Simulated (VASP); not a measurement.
# Sc (P6_3/mmc) in VASP: a series of runs, part 2 of 2

VASP 6.6.1. Earlier steps stand in the parts before.

## 3. Single point, PBEsol

This run uses another cell than the first one, of the same volume but with other edges.

INCAR

```
PREC = Accurate
ENCUT = 520
EDIFF = 1E-7
ISMEAR = 0
SIGMA = 0.15
LREAL = False
LASPH = True
NELM = 80
ALGO = Fast
ISIF = 2
LWAVE = False
LCHARG = False
GGA = PS
NBANDS = 18
```

KPOINTS

```
regular mesh
0
Gamma
  15 15 10
```

POSCAR

```
Sc
1.0
    3.2769240353      0.0000000000      0.0000000000
   -1.6384620176      2.8378994608      0.0000000000
    0.0000000000      0.0000000000      5.2094000000
Sc
2
Direct
    0.3333333333      0.6666666667      0.2500000000
    0.6666666667      0.3333333333      0.7500000000
```

Potentials or basis: VASP PAW PBE potentials, release 64 (Sc_sv).

Command:

```
cat potpaw_PBE.64/Sc_sv/POTCAR > POTCAR
mpirun -np 1 vasp_std > vasp.out
```

Run time: 1.8 min. Hardware: 1 thread of Intel Xeon Platinum 8488C (Sapphire Rapids), shared host; peak memory 0.23 GiB.

The run converged. Its results:

| Quantity | Value |
| --- | --- |
| Free energy | -13.2255 eV |
| Pressure | -1.2 GPa |
| Band gap on the k mesh | zero (band 11 reaches 4.59 eV, above the bottom of band 12 at 3.18 eV) |

Stress tensor (GPa, compression positive):
```
-0.66  0.00  0.00
 0.00 -0.66  0.00
 0.00  0.00 -2.35
```

Levels at points of the mesh, in eV from the Fermi level:
```csv
k point,band 9,band 10,band 11,band 12,band 13,band 14
"(0.00, 0.00, 0.00)",-5.17,-1.71,0.51,1.63,1.63,1.76
"(0.00, 0.00, 0.50)",-3.65,-3.65,0.91,0.91,1.56,1.56
```

Caveat: the PAW data sets were made with another functional, which shifts forces and pressure a little.

## 4. Single point, PBEsol

This run uses another cell than the first one, of 24.21 Å³/atom, 0.998 times its volume.

INCAR

```
SYSTEM = Sc
PREC     = Accurate       ! precision mode
ENCUT    = 520            ! plane-wave cutoff, eV
EDIFF    = 1E-7           ! SCF threshold, eV
ISMEAR   = 0              ! smearing method
SIGMA    = 0.15           ! smearing width, eV
LREAL    = .False.        ! projectors in reciprocal space
LASPH    = .True.         ! aspherical terms in the spheres
NELM     = 100            ! most SCF steps
ALGO     = Fast           ! electronic algorithm
ISIF     = 2              ! what is computed and relaxed
LWAVE    = .False.        ! write WAVECAR
LCHARG   = .False.        ! write CHGCAR
GGA      = PS             ! functional
NBANDS   = 18             ! bands
```

KPOINTS

```
regular mesh
0
Gamma
  15 15 10
  0 0 0
```

POSCAR

```
Sc
1.0
    3.3588000000      0.0000000000      0.0000000000
   -1.6794000000      2.9088061262      0.0000000000
    0.0000000000      0.0000000000      4.9553000000
Sc
2
Direct
    0.3333333333      0.6666666667      0.2500000000
    0.6666666667      0.3333333333      0.7500000000
```

Potentials or basis: VASP PAW PBE potentials, release 64 (Sc_sv).

Command:

```
cat potpaw_PBE.64/Sc_sv/POTCAR > POTCAR
mpirun -np 1 vasp_std > vasp.out
```

OUTCAR:

```text
SYSTEM = Sc
   PREC = Accurate
   ENCUT = 520
   EDIFF = 1E-7
   ISMEAR = 0
   LREAL = .False.
   LASPH = .True.
   NELM = 100
   ISIF = 2
   GGA = PS

 ion  position               nearest neighbor table
   1  0.333  0.667  0.250-   2 3.15   2 3.15   2 3.15   2 3.15   2 3.15   2 3.15
   2  0.667  0.333  0.750-   1 3.15   1 3.15   1 3.15   1 3.15   1 3.15   1 3.15

  LATTYP: Found a hexagonal cell.
 ALAT       =     3.3588000000
 C/A-ratio  =     1.4753185662

  Lattice vectors:

[... 696 lines left out ...]

  FORCE on cell =-STRESS in cart. coord.  units (eV):
  Direction    XX          YY          ZZ          XY          YZ          ZX
  --------------------------------------------------------------------------------------
  -------------------------------------------------------------------------------------
  Total       -0.7897397     -0.7897397      0.4128442      0.0000000      0.0000000      0.0000000
  in kB      -26.1351917    -26.1351917     13.6624291      0.0000000      0.0000000      0.0000000
  external PRESSURE =     -12.8693181 kB  Pullay stress =       0.0000000 kB

 VOLUME and BASIS-vectors are now :
 -----------------------------------------------------------------------------
  energy-cutoff  :      520.00
  volume of cell :       48.41
      direct lattice vectors                 reciprocal lattice vectors
     3.358800000  0.000000000  0.000000000     0.297725378  0.171891827  0.000000000
    -1.679400000  2.908806126  0.000000000     0.000000000  0.343783654  0.000000000
     0.000000000  0.000000000  4.955300000     0.000000000  0.000000000  0.201804129

 POSITION                                       TOTAL-FORCE (eV/Angst)
 -----------------------------------------------------------------------------------
     -0.00000      1.93920      1.23883         0.000000     -0.000000      0.000000
      1.67940      0.96960      3.71647         0.000000      0.000000      0.000000
 -----------------------------------------------------------------------------------
    total drift:                               -0.000000      0.000000     -0.000000

  FREE ENERGIE OF THE ION-ELECTRON SYSTEM (eV)
  ---------------------------------------------------
  free  energy   TOTEN  =       -13.2086265116 eV

  energy  without entropy=      -13.1665548123  energy(sigma->0) =      -13.18759066
```

OSZICAR:

```text
N       E                     dE             d eps       ncg     rms          rms(c)
DAV:   1     0.355196321985E+03    0.35520E+03   -0.11009E+04  5848   0.130E+03
DAV:   2     0.487339145897E+01   -0.35032E+03   -0.34341E+03  7104   0.539E+02
DAV:   3    -0.143249487177E+02   -0.19198E+02   -0.18255E+02  9480   0.153E+02
[... 13 lines left out ...]
RMM:  17    -0.132086276774E+02   -0.54668E-07   -0.28407E-06  7396   0.908E-03    0.441E-03
RMM:  18    -0.132086270229E+02    0.65450E-06   -0.10183E-06  7432   0.108E-02    0.287E-03
RMM:  19    -0.132086267943E+02    0.22860E-06   -0.64199E-07  7073   0.745E-03    0.175E-03
RMM:  20    -0.132086265783E+02    0.21608E-06   -0.24564E-07  6249   0.564E-03    0.898E-04
RMM:  21    -0.132086265116E+02    0.66630E-07   -0.14961E-07  5941   0.454E-03
   1 F= -.13208627E+02 E0= -.13187591E+02  d E =-.420717E-01
```

stdout:

```text
POSCAR found type information on POSCAR Sc
 POSCAR found :  1 types and       2 ions
 scaLAPACK will be used
 -----------------------------------------------------------------------------
|                                                                             |
|                                                                             |
|     You enforced a specific xc type in the INCAR file but a different       |
|     I HOPE YOU KNOW WHAT YOU ARE DOING!                                     |
|                                                                             |
 -----------------------------------------------------------------------------

 LDA part: xc-table for (Slater+PW92), standard interpolation
 POSCAR, INCAR and KPOINTS ok, starting setup
 FFT: planning ... GRIDC
 FFT: planning ... GRID_SOFT
 FFT: planning ... GRID
 WAVECAR not read
 entering main loop
```

Wall time 3 min (1 thread of Intel Xeon Platinum 8488C (Sapphire Rapids), shared host); peak memory 0.25 GiB.

What came out:

* Free energy: -13.2086 eV
* Pressure: -1.3 GPa
* Band gap on the k mesh: zero (band 11 reaches 4.86 eV, above the bottom of band 12 at 3.10 eV)

Stress tensor (GPa, compression positive):
```
-2.61  0.00  0.00
 0.00 -2.61  0.00
 0.00  0.00  1.37
```

Levels at points of the mesh, in eV from the Fermi level:
```csv
k point,band 8,band 9,band 10,band 11,band 12,band 13,band 14,band 15
"(0.00, 0.00, 0.00)",-27.59,-5.14,-1.58,1.10,1.56,1.56,2.10,2.10
"(0.00, 0.00, 0.50)",-27.70,-3.46,-3.46,1.20,1.20,1.39,1.39,1.39
```

Caveat: the PAW data sets were made with another functional, which shifts forces and pressure a little.

## 5. Single point, PBEsol

This run uses another cell than the first one, of 24.58 Å³/atom, 1.013 times its volume.

INCAR

```
PREC = Accurate
ENCUT = 520
EDIFF = 1E-7
ISMEAR = 0
SIGMA = 0.15
LREAL = False
LASPH = True
NELM = 80
ALGO = Fast
ISIF = 2
LWAVE = False
LCHARG = False
GGA = PS
NBANDS = 18
```

KPOINTS

```
regular mesh
0
Gamma
  15 15 10
```

POSCAR

```
Sc
1.0
    3.2769240353      0.0000000000      0.0000000000
   -1.6384620176      2.8378994608      0.0000000000
    0.0000000000      0.0000000000      5.2857000000
Sc
2
Direct
    0.3333333333      0.6666666667      0.2500000000
    0.6666666667      0.3333333333      0.7500000000
```

Command:

```
cat potpaw_PBE.64/Sc_sv/POTCAR > POTCAR
mpirun -np 1 vasp_std > vasp.out
```

Run time: 93 s. Hardware: 1 thread of Intel Xeon Platinum 8488C (Sapphire Rapids), shared host; peak memory 0.24 GiB.

It converged, with:

* Free energy: -13.2124 eV
* Pressure: -1.9 GPa
* Band gap on the k mesh: zero (band 11 reaches 4.44 eV, above the bottom of band 12 at 3.13 eV)

Stress tensor (GPa, compression positive):
```
-1.06  0.00  0.00
 0.00 -1.06  0.00
 0.00  0.00 -3.67
```

Levels at points of the mesh, in eV from the Fermi level:
```
           k point  band 8  band 9  band 10  band 11  band 12  band 13  band 14  band 15
(0.00, 0.00, 0.00)  -27.70   -5.15    -1.72     0.38     1.62     1.62     1.66     2.02
(0.00, 0.00, 0.50)  -27.73   -3.67    -3.67     0.84     0.84     1.57     1.57     1.57
```

Caveat: the PAW data sets were made with another functional, which shifts forces and pressure a little.

## 6. Single point, PBEsol

This run uses another cell than the first one, of 24.83 Å³/atom, 1.023 times its volume.

INCAR

```
SYSTEM = Sc
  PREC = Accurate
  ENCUT = 520
  EDIFF = 1E-6
  ISMEAR = 0
  SIGMA = 0.15
  LREAL = .FALSE.
  LASPH = .TRUE.
  NELM = 80
  ALGO = Fast
  ISIF = 2
  LWAVE = .FALSE.
  LCHARG = .FALSE.
  GGA = PS
  NBANDS = 18
```

KPOINTS

```
Automatic mesh
0
G
  15 15 10
  0 0 0
```

POSCAR

```
Sc
1.0
    3.3588000000      0.0000000000      0.0000000000
   -1.6794000000      2.9088061262      0.0000000000
    0.0000000000      0.0000000000      5.0823813358
Sc
2
Direct
    0.3333333333      0.6666666667      0.2500000000
    0.6666666667      0.3333333333      0.7500000000
```

Potentials or basis: VASP PAW PBE potentials, release 64 (Sc_sv).

Command:

```
cat potpaw_PBE.64/Sc_sv/POTCAR > POTCAR
mpirun -np 1 vasp_std > vasp.out
```

Run time: 2.9 min. Hardware: 1 thread of Intel Xeon Platinum 8488C (Sapphire Rapids), shared host; peak memory 0.25 GiB.

The run converged. Its results:

```yaml
Free_energy: -13.2096 eV
Pressure: -2.5 GPa
Band_gap_on_the_k_mesh: zero (band 11 reaches 4.60 eV, above the bottom of band 12 at 3.00 eV)
```

Stress tensor (GPa, compression positive):
```
-3.21  0.00  0.00
 0.00 -3.21  0.00
 0.00  0.00 -1.18
```

Levels at points of the mesh, in eV from the Fermi level:
```tsv
k point	band 8	band 9	band 10	band 11	band 12	band 13	band 14	band 15
(0.00, 0.00, 0.00)	-27.69	-5.11	-1.58	0.83	1.55	1.55	1.99	2.04
(0.00, 0.00, 0.50)	-27.77	-3.51	-3.51	1.08	1.08	1.43	1.43	1.43
```

Caveat: the PAW data sets were made with another functional, which shifts forces and pressure a little.

## 7. Summary

```tsv
cell	further INCAR settings	gap on the mesh (eV)	pressure (GPa)
a = 3.195, b = 3.195, c = 5.489 Å, angles 90.0, 90.0, 120.0°, 2 atoms	ALGO = Fast; EDIFF = 1e-06; NBANDS = 18	none	-1.0
a = 3.277, b = 3.277, c = 5.209 Å, angles 90.0, 90.0, 120.0°, 2 atoms	ALGO = Fast; EDIFF = 1e-07; NBANDS = 18	none	-1.2
a = 3.359, b = 3.359, c = 4.955 Å, angles 90.0, 90.0, 120.0°, 2 atoms	ALGO = Fast; EDIFF = 1e-07; NBANDS = 18	none	-1.3
a = 3.277, b = 3.277, c = 5.286 Å, angles 90.0, 90.0, 120.0°, 2 atoms	ALGO = Fast; EDIFF = 1e-07; NBANDS = 18	none	-1.9
a = 3.359, b = 3.359, c = 5.082 Å, angles 90.0, 90.0, 120.0°, 2 atoms	ALGO = Fast; EDIFF = 1e-06; NBANDS = 18	none	-2.5
```

Alike in all rows: task single point; level PBEsol; potentials or basis VASP PAW PBE potentials, release 64 (Sc_sv); no spin polarisation; k mesh 15 × 15 × 10; cutoff (eV) 520; smearing gaussian 0.15 eV.

Caveats: the PAW data sets were made with another functional, which shifts forces and pressure a little.

Absolute energies hang on the potentials; compare differences alone.
